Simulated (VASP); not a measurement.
A run of VASP 6.6.1 is set up as follows.

The input INCAR:

```
PREC = Accurate
ENCUT = 520
EDIFF = 1E-7
ISMEAR = -1
SIGMA = 0.1
LREAL = F
LASPH = T
NELM = 80
ALGO = Normal
ISIF = 2
LWAVE = F
LCHARG = F
GGA = PE
NBANDS = 14
```

KPOINTS

```
Automatic mesh
0
Gamma
  11 11 4
```

POSCAR

```
Sb
1.0
    0.0000000000      2.3962708736     -2.3962708736
   -2.3962708736      0.0000000000      2.3962708736
    4.7925417473      4.7925417473      4.7925417473
Sb
3
Direct
    0.0000000000      0.0000000000      0.0000000000
    0.3333333330      0.6666666670      0.3333333330
    0.6666666670      0.3333333330      0.6666666670
```

Potentials or basis: VASP PAW PBE potentials, release 64 (Sb).

Launch:

```console
$ cat potpaw_PBE.64/Sb/POTCAR > POTCAR
$ mpirun -np 1 vasp_std > vasp.out
```

Estimate the pressure.

-0.3 GPa.
